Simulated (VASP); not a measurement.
# SiC (P6_3mc) in VASP: a series of runs

The runs below take SiC through single point, with LDA.

Everything below comes from runs of VASP 6.6.1. Logs are shortened: lines on timing, memory, paths and dates and some standing lists are left out, and cuts for length are marked.

## Step 1: The cell of the first run

Symmetry: P6_3mc, No. 186, hexagonal system. The conventional cell has a = 3.004 Å, b = 3.004 Å, c = 5.193 Å, α = 90.00°, β = 90.00°, γ = 120.00°. Within 2.4 Å of Si (site symmetry 3m) lie 4 C at 1.82 to 2.03 Å. Within 2.4 Å of C (site symmetry 3m) lie 4 Si at 1.82 to 2.03 Å.

## Step 2: Single point, LDA (c/a of the conventional cell at fixed volume 1.7289)

The input, INCAR:

```
PREC = Accurate
ENCUT = 520
EDIFF = 1E-7
ISMEAR = 0
SIGMA = 0.05
LREAL = F
LASPH = T
NELM = 80
ALGO = Normal
ISIF = 2
LWAVE = F
LCHARG = T
LELF = T
LVHAR = T
NBANDS = 16
```

The input, KPOINTS:

```
Automatic mesh
0
Gamma
  12 12 6
```

The input, POSCAR:

```
SiC
1.0
    3.0036848971      0.0000000000      0.0000000000
   -1.5018424486      2.6012674258      0.0000000000
    0.0000000000      0.0000000000      5.1930708186
Si C
2 2
Direct
    0.3333333333      0.6666666667      0.0046041256
    0.6666666667      0.3333333333      0.5046041256
    0.3333333333      0.6666666667      0.3953475106
    0.6666666667      0.3333333333      0.8953475106
```

Potentials or basis: VASP PAW LDA potentials, release 64 (Si, C).

Run with:

```bash
cat potpaw_LDA.64/Si/POTCAR potpaw_LDA.64/C/POTCAR > POTCAR
mpirun -np 1 vasp_std > vasp.out
```

OUTCAR:

```text
PREC = Accurate
   ENCUT = 520
   EDIFF = 1E-7
   ISMEAR = 0
   LREAL = F
   LASPH = T
   NELM = 80
   ISIF = 2

 ion  position               nearest neighbor table
   1  0.333  0.667  0.005-   4 1.82   4 1.82   4 1.82   3 2.03   2 3.12   2 3.12   2 3.12   2 3.12
                             2 3.12   2 3.12
   2  0.667  0.333  0.505-   3 1.82   3 1.82   3 1.82   4 2.03   1 3.12   1 3.12   1 3.12   1 3.12
                             1 3.12   1 3.12
   3  0.333  0.667  0.395-   2 1.82   2 1.82   2 1.82   1 2.03
   4  0.667  0.333  0.895-   1 1.82   1 1.82   1 1.82   2 2.03

  LATTYP: Found a hexagonal cell.
 ALAT       =     3.0036848971
 C/A-ratio  =     1.7289000000

  Lattice vectors:

 A1 = (   3.0036848971,   0.0000000000,   0.0000000000)
 A2 = (  -1.5018424486,   2.6012674258,   0.0000000000)
 A3 = (   0.0000000000,   0.0000000000,   5.1930708186)

Analysis of symmetry for initial positions (statically):
=====================================================================
 Subroutine PRICEL returns:
 Original cell was already a primitive cell.

 Routine SETGRP: Setting up the symmetry group for a
 hexagonal supercell.

 Subroutine GETGRP returns: Found 12 space group operations
 (whereof  6 operations were pure point group operations)
 out of a pool of 24 trial point group operations.

The static configuration has the point symmetry C_3v.
 The point group associated with its full space group is C_6v.

Analysis of symmetry for dynamics (positions and initial velocities):
=====================================================================
 Subroutine PRICEL returns:
 Original cell was already a primitive cell.

 Routine SETGRP: Setting up the symmetry group for a
 hexagonal supercell.

 Subroutine GETGRP returns: Found 12 space group operations
 (whereof  6 operations were pure point group operations)
 out of a pool of 24 trial point group operations.

The dynamic configuration has the point symmetry C_3v.
 The point group associated with its full space group is C_6v.

 Subroutine INISYM returns: Found 12 space group operations
 (whereof  6 operations are pure point group operations),
 and found     1 'primitive' translations

----------------------------------------------------------------------------------------

                                     Primitive cell

  volume of cell :      40.5755

  direct lattice vectors                    reciprocal lattice vectors
     3.003684897  0.000000000  0.000000000     0.332924403  0.192213993  0.000000000
    -1.501842449  2.601267426  0.000000000     0.000000000  0.384427987  0.000000000
     0.000000000  0.000000000  5.193070819     0.000000000  0.000000000  0.192564291

  length of vectors
     3.003684897  3.003684897  5.193070819     0.384427987  0.384427987  0.192564291

  position of ions in fractional coordinates (direct lattice)
     0.333333333  0.666666667  0.004604126
     0.666666667  0.333333333  0.504604126
     0.333333333  0.666666667  0.395347511
     0.666666667  0.333333333  0.895347511

  ion indices of the primitive-cell ions
   primitive index   ion index
                 1           1
                 2           2
                 3           3
                 4           4

----------------------------------------------------------------------------------------

 KPOINTS: Automatic mesh

Automatic generation of k-mesh.
 Grid dimensions read from file:
 generate k-points for:   12   12    6

 Generating k-lattice:

  Cartesian coordinates                     Fractional coordinates (reciprocal lattice)
     0.027743700  0.016017833  0.000000000     0.083333333  0.000000000  0.000000000
     0.000000000  0.032035666  0.000000000     0.000000000  0.083333333  0.000000000
     0.000000000  0.000000000  0.032094048     0.000000000  0.000000000  0.166666667

  Length of vectors
     0.032035666  0.032035666  0.032094048

  Shift w.r.t. Gamma in fractional coordinates (k-lattice)
     0.000000000  0.000000000  0.000000000

 Subroutine IBZKPT returns following result:
 ===========================================

 Found     76 irreducible k-points:

 Following reciprocal coordinates:
            Coordinates               Weight
  0.000000  0.000000  0.000000      1.000000
  0.083333 -0.000000  0.000000      6.000000
  0.166667 -0.000000  0.000000      6.000000
  0.250000 -0.000000  0.000000      6.000000
  0.333333  0.000000  0.000000      6.000000
  0.416667 -0.000000  0.000000      6.000000
[... 16 lines left out ...]
  0.250000 -0.000000  0.166667     12.000000
  0.333333  0.000000  0.166667     12.000000
 [... further k-points ...]
   k-points           NKPTS =     76   k-points in BZ     NKDIM =     76   number of bands    NBANDS=     16
   number of dos      NEDOS =    301   number of ions     NIONS =      4
   total plane-waves  NPLWV =  23040
   dimension x,y,z NGX =    24 NGY =   24 NGZ =   40
   dimension x,y,z NGXF=    48 NGYF=   48 NGZF=   80
   ions per type =               2   2
   NGX,Y,Z   is equivalent  to a cutoff of  13.28, 13.28, 12.81 a.u.
   NGXF,Y,Z  is equivalent  to a cutoff of  26.57, 26.57, 25.61 a.u.
 SYSTEM =  unknown system
   PREC   = accura    normal or accurate (medium, high low for compatibility)
   ISTART =      0    job   : 0-new  1-cont  2-samecut
   ICHARG =      2    charge: 1-file 2-atom 10-const
   ISPIN  =      1    spin polarized calculation?
   LNONCOLLINEAR =      F non collinear calculations
   LSORBIT =      F    spin-orbit coupling
   LASPH  =      T    aspherical Exc in radial PAW
   ENCUT  =  520.0 eV  38.22 Ry    6.18 a.u.   5.58  5.58  9.66*2*pi/ulx,y,z
   NELM   =     80;   NELMIN=  2; NELMDL= -5     # of ELM steps
   EDIFF  = 0.1E-06   stopping-criterion for ELM
   LREAL  =      F    real-space projection
   EDIFFG = 0.1E-05   stopping-criterion for IOM
   NSW    =      0    number of steps for IOM
   IBRION =     -1    ionic relax: 0-MD 1-quasi-New 2-CG
   NFREE  =      0    steps in history (QN), initial steepest desc. (CG)
   ISIF   =      2    stress and relaxation
   ISYM   =      2    0-nonsym 1-usesym 2-fastsym
   POTIM  = 0.5000    time-step for ionic-motion
   TEBEG  =    0.0;   TEEND  =   0.0 temperature during run
   PSTRESS=    0.0 pullay stress
   NELECT =      16.0000    total number of electrons
   NUPDOWN=      -1.0000    fix difference up-down
   EMIN   =  10.00;   EMAX   =-10.00  energy-range for DOS
   EFERMI =   0.00;   METHOD = LEGACY
   ISMEAR =     0;   SIGMA  =   0.05  broadening in eV -4-tet -1-fermi 0-gaus
   EFERMI_NEDOS =   21; number of points for ismear=-14 and -15
   IALGO  =     38    algorithm
   IMIX   =      4    mixing-type and parameters
     AMIX     =   0.40;   BMIX     =  1.00
     AMIX_MAG =   1.60;   BMIX_MAG =  1.00
  volume/ion in A,a.u.               =      10.14        68.45
  Fermi-wavevector in a.u.,A,eV,Ry     =   1.200495  2.268606 19.608550  1.441188
  Thomas-Fermi vector in A             =   2.336329
   LORBIT       =      0    0 simple, 1 ext, 2 COOP (PROOUT), +10 PAW based schemes
   GGA     = CA    functional components
   LHFCALC =     F    Hartree Fock is set to
   AEXX    =    0.0000 exact exchange contribution
   IVDW    =     0    specifies the selected vdW correction
   LEPSILON=     F    determine dielectric tensor
   LRPA    =     F    only Hartree local field effects (RPA)
 non-spin polarized calculation
 Gauss-broadening in eV      SIGMA  =   0.05
  energy-cutoff  :      520.00
  volume of cell :       40.58
 maximum number of plane-waves:      1135
 NGX is ok and might be reduce to    24
   NGX = 11   NGY = 11   NGZ = 19

 number of electron      16.0000000 magnetization

 Free energy of the ion-electron system (eV)
  ---------------------------------------------------
  ext. energy  EPLUGINS =         0.00000000
  ---------------------------------------------------
  free energy    TOTEN  =       -33.00173488 eV

  energy without entropy =      -33.00173488  energy(sigma->0) =      -33.00173488

 E-fermi :   8.6462     XC(G=0): -11.6265

 val. band max:        8.4458001641   @ k =   0.0000   0.0000   0.0000
 cond. band min:      10.7507423952   @ k =   0.3333   0.3333   0.0000
 fundamental gap:      2.3049422311
 Fermi energy:         8.6461656995

 k-point     1 :       0.0000    0.0000    0.0000
  band No.  band energies     occupation
      1      -7.2360      2.00000
      2      -4.0967      2.00000
      3      -0.2099      2.00000
      4       7.2388      2.00000
      5       7.2388      2.00000
      6       8.2566      2.00000
[... 8 lines left out ...]
     15      17.3786      0.00000
     16      19.7929      0.00000

 k-point     2 :       0.0833   -0.0000    0.0000
  band No.  band energies     occupation
      1      -7.1081      2.00000
      2      -3.9825      2.00000
      3      -0.0873      2.00000
      4       6.5675      2.00000
      5       7.0247      2.00000
      6       7.7883      2.00000
[... 8 lines left out ...]
     15      17.7077      0.00000
     16      19.1292      0.00000

 k-point     3 :       0.1667   -0.0000    0.0000
  band No.  band energies     occupation
      1      -6.7272      2.00000
      2      -3.6467      2.00000
      3       0.2733      2.00000
      4       5.0533      2.00000
      5       6.5387      2.00000
      6       6.6421      2.00000
[... 8 lines left out ...]
     15      18.0431      0.00000
     16      18.4677      0.00000

 k-point     4 :       0.2500   -0.0000    0.0000
  band No.  band energies     occupation
      1      -6.1038      2.00000
      2      -3.1155      2.00000
      3       0.8343      2.00000
      4       3.3286      2.00000
      5       5.1950      2.00000
      6       6.0087      2.00000
[... 8 lines left out ...]
     15      18.4294      0.00000
     16      19.4499      0.00000
[... 324 lines left out ...]
 k-point    22 :       0.1667   -0.0000    0.1667
  band No.  band energies     occupation
      1      -6.6031      2.00000
      2      -4.0643      2.00000
      3       0.8978      2.00000
      4       5.1512      2.00000
      5       6.3964      2.00000
      6       6.6139      2.00000
[... 8 lines left out ...]
     15      18.3253      0.00000
     16      18.6873      0.00000

 k-point    23 :       0.2500   -0.0000    0.1667
  band No.  band energies     occupation
      1      -5.9816      2.00000
      2      -3.5097      2.00000
      3       1.3825      2.00000
      4       3.4836      2.00000
      5       4.9276      2.00000
      6       6.0906      2.00000
[... 8 lines left out ...]
     15      18.8683      0.00000
     16      19.3913      0.00000

 k-point    24 :       0.3333    0.0000    0.1667
  band No.  band energies     occupation
      1      -5.1449      2.00000
      2      -2.8156      2.00000
      3       1.2595      2.00000
      4       2.6768      2.00000
      5       3.4058      2.00000
      6       5.6548      2.00000
[... 8 lines left out ...]
     15      19.3626      0.00000
     16      20.7170      0.00000

 [... further k-points ...]
[... 5 lines left out ...]
  --------------------------------------------------------------------------------------
  -------------------------------------------------------------------------------------
  Total        3.7837374      3.7837374     -4.6563061     -0.0000000      0.0000000      0.0000000
  in kB      149.4059693    149.4059693   -183.8605194     -0.0000000      0.0000000      0.0000000
  external PRESSURE =      38.3171398 kB  Pullay stress =       0.0000000 kB

 VOLUME and BASIS-vectors are now :
 -----------------------------------------------------------------------------
  energy-cutoff  :      520.00
  volume of cell :       40.58
      direct lattice vectors                 reciprocal lattice vectors
     3.003684897  0.000000000  0.000000000     0.332924403  0.192213993  0.000000000
    -1.501842449  2.601267426  0.000000000     0.000000000  0.384427987  0.000000000
     0.000000000  0.000000000  5.193070819     0.000000000  0.000000000  0.192564291

 POSITION                                       TOTAL-FORCE (eV/Angst)
 -----------------------------------------------------------------------------------
     -0.00000      1.73418      0.02391         0.000000     -0.000000      1.398234
      1.50184      0.86709      2.62044        -0.000000      0.000000      1.398234
     -0.00000      1.73418      2.05307         0.000000     -0.000000     -1.398234
      1.50184      0.86709      4.64960        -0.000000      0.000000     -1.398234
 -----------------------------------------------------------------------------------
    total drift:                                0.000000      0.000000     -0.000343

  FREE ENERGIE OF THE ION-ELECTRON SYSTEM (eV)
  ---------------------------------------------------
  free  energy   TOTEN  =       -33.0017348780 eV

  energy  without entropy=      -33.0017348780  energy(sigma->0) =      -33.00173488
```

It took 30 s on 1 thread of Intel Xeon Platinum 8259CL at 2.50GHz (Skylake/Cascade Lake), shared host; peak memory 0.16 GiB.

What came out:

```yaml
Free_energy: -33.0017 eV
Pressure: 3.8 GPa
Largest_force: 1.398 eV/Å
Band_gap_on_the_k_mesh: 2.30 eV, indirect (least direct gap 4.59 eV)
```

Forces on the atoms (eV/Å):
```
Si   0.000  0.000  1.398
Si   0.000  0.000  1.398
C    0.000  0.000 -1.398
C    0.000  0.000 -1.398
```

Stress tensor (GPa, compression positive):
```
 14.94   0.00   0.00
  0.00  14.94   0.00
  0.00   0.00 -18.39
```

Levels at points of the mesh, in eV from the valence-band top:
| k point | band 6 | band 7 | band 8 | band 9 | band 10 | band 11 |
| --- | --- | --- | --- | --- | --- | --- |
| (0.00, 0.00, 0.00) | -0.19 | -0.19 | 0.00 | 5.11 | 5.72 | 7.08 |
| (0.50, 0.00, 0.00) | -3.26 | -3.03 | -1.55 | 3.04 | 4.04 | 6.87 |
| (0.00, 0.00, 0.50) | -0.73 | -0.73 | -0.73 | 6.53 | 6.53 | 7.68 |
| (0.50, 0.00, 0.50) | -2.53 | -2.33 | -2.33 | 3.09 | 3.09 | 4.93 |

Caveat: forces of over 1 eV/Å act on the atoms, so gaps and moduli don't describe the material at rest.

## Step 3: Single point, LDA (c/a of the conventional cell at fixed volume 1.6851)

The input, INCAR:

```
PREC = Accurate ; ENCUT = 520
EDIFF = 1E-6 ; ISMEAR = 0
SIGMA = 0.05 ; LREAL = F
LASPH = T ; NELM = 60
ALGO = Normal ; ISIF = 2
LWAVE = F ; LCHARG = T
GGA = CA ; LELF = T
LVHAR = T ; NBANDS = 16
```

The input, KPOINTS:

```
regular mesh
0
Gamma
  12 12 6
```

The input, POSCAR:

```
SiC
1.0
    3.0294870667      0.0000000000      0.0000000000
   -1.5147435334      2.6236127602      0.0000000000
    0.0000000000      0.0000000000      5.1049886560
Si C
2 2
Direct
    0.3333333333      0.6666666667      0.0046041256
    0.6666666667      0.3333333333      0.5046041256
    0.3333333333      0.6666666667      0.3504926021
    0.6666666667      0.3333333333      0.8504926021
```

Potentials or basis: VASP PAW LDA potentials, release 64 (Si, C).

Run with:

```bash
cat potpaw_LDA.64/Si/POTCAR potpaw_LDA.64/C/POTCAR > POTCAR
mpirun -np 1 vasp_std > vasp.out
```

OUTCAR:

```text
PREC = Accurate
   ENCUT = 520
   EDIFF = 1E-6
   ISMEAR = 0
   LREAL = F
   LASPH = T
   NELM = 60
   ISIF = 2
   GGA = CA

 ion  position               nearest neighbor table
   1  0.333  0.667  0.005-   3 1.77   4 1.92   4 1.92   4 1.92   2 3.09   2 3.09   2 3.09   2 3.09
                             2 3.09   2 3.09
   2  0.667  0.333  0.505-   4 1.77   3 1.92   3 1.92   3 1.92   1 3.09   1 3.09   1 3.09   1 3.09
                             1 3.09   1 3.09
   3  0.333  0.667  0.350-   1 1.77   2 1.92   2 1.92   2 1.92
   4  0.667  0.333  0.850-   2 1.77   1 1.92   1 1.92   1 1.92

[... 653 lines left out ...]

 [... further k-points ...]
[... 5 lines left out ...]
  --------------------------------------------------------------------------------------
  -------------------------------------------------------------------------------------
  Total       -0.0658235     -0.0658235      1.4592555      0.0000000      0.0000000     -0.0000000
  in kB       -2.5991283     -2.5991283     57.6206718      0.0000000      0.0000000     -0.0000000
  external PRESSURE =      17.4741384 kB  Pullay stress =       0.0000000 kB

 VOLUME and BASIS-vectors are now :
 -----------------------------------------------------------------------------
  energy-cutoff  :      520.00
  volume of cell :       40.58
      direct lattice vectors                 reciprocal lattice vectors
     3.029487067  0.000000000  0.000000000     0.330088882  0.190576905  0.000000000
    -1.514743533  2.623612760  0.000000000     0.000000000  0.381153810  0.000000000
     0.000000000  0.000000000  5.104988656     0.000000000  0.000000000  0.195886821

 POSITION                                       TOTAL-FORCE (eV/Angst)
 -----------------------------------------------------------------------------------
     -0.00000      1.74908      0.02350         0.000000     -0.000000     -3.238757
      1.51474      0.87454      2.57600         0.000000     -0.000000     -3.238757
     -0.00000      1.74908      1.78926         0.000000     -0.000000      3.238757
      1.51474      0.87454      4.34176        -0.000000      0.000000      3.238757
 -----------------------------------------------------------------------------------
    total drift:                               -0.000000      0.000000     -0.000022

  FREE ENERGIE OF THE ION-ELECTRON SYSTEM (eV)
  ---------------------------------------------------
  free  energy   TOTEN  =       -32.8337944307 eV

  energy  without entropy=      -32.8337944307  energy(sigma->0) =      -32.83379443
```

OSZICAR:

```text
N       E                     dE             d eps       ncg     rms          rms(c)
DAV:   1     0.229813398428E+02    0.22981E+02   -0.72203E+03  2432   0.897E+02
DAV:   2    -0.345635238994E+02   -0.57545E+02   -0.52683E+02  3392   0.159E+02
DAV:   3    -0.370926552000E+02   -0.25291E+01   -0.25188E+01  3328   0.308E+01
DAV:   4    -0.371122130534E+02   -0.19558E-01   -0.19555E-01  2872   0.338E+00
DAV:   5    -0.371124089142E+02   -0.19586E-03   -0.19585E-03  3264   0.317E-01    0.132E+01
DAV:   6    -0.329871900576E+02    0.41252E+01   -0.73083E+00  2984   0.167E+01    0.606E+00
DAV:   7    -0.328800576714E+02    0.10713E+00   -0.11814E+00  3440   0.642E+00    0.250E+00
DAV:   8    -0.328394610784E+02    0.40597E-01   -0.61486E-02  2792   0.151E+00    0.729E-01
DAV:   9    -0.328337357218E+02    0.57254E-02   -0.75887E-03  3136   0.607E-01    0.113E-01
DAV:  10    -0.328337904322E+02   -0.54710E-04   -0.57665E-04  2944   0.149E-01    0.630E-02
DAV:  11    -0.328337952903E+02   -0.48581E-05   -0.18302E-05  3224   0.311E-02    0.178E-02
DAV:  12    -0.328337944307E+02    0.85959E-06   -0.50354E-06  2984   0.140E-02
   1 F= -.32833794E+02 E0= -.32833794E+02  d E =-.949971E-15
```

Run time: 26 s. Hardware: 1 thread of Intel Xeon Platinum 8259CL at 2.50GHz (Skylake/Cascade Lake), shared host; peak memory 0.16 GiB.

What came out:

```yaml
Free_energy: -32.8338 eV
Pressure: 1.7 GPa
Largest_force: 3.239 eV/Å
Band_gap_on_the_k_mesh: 0.90 eV, indirect (least direct gap 3.77 eV)
```

Forces in eV/Å, atoms in the order of the input:
```
Si   0.000  0.000 -3.239
Si   0.000  0.000 -3.239
C    0.000  0.000  3.239
C    0.000  0.000  3.239
```

Stress tensor (GPa, compression positive):
```
-0.26  0.00  0.00
 0.00 -0.26  0.00
 0.00  0.00  5.76
```

Caveat: forces of over 1 eV/Å act on the atoms, so gaps and moduli don't describe the material at rest.

(Continued in part 2 of 2.)
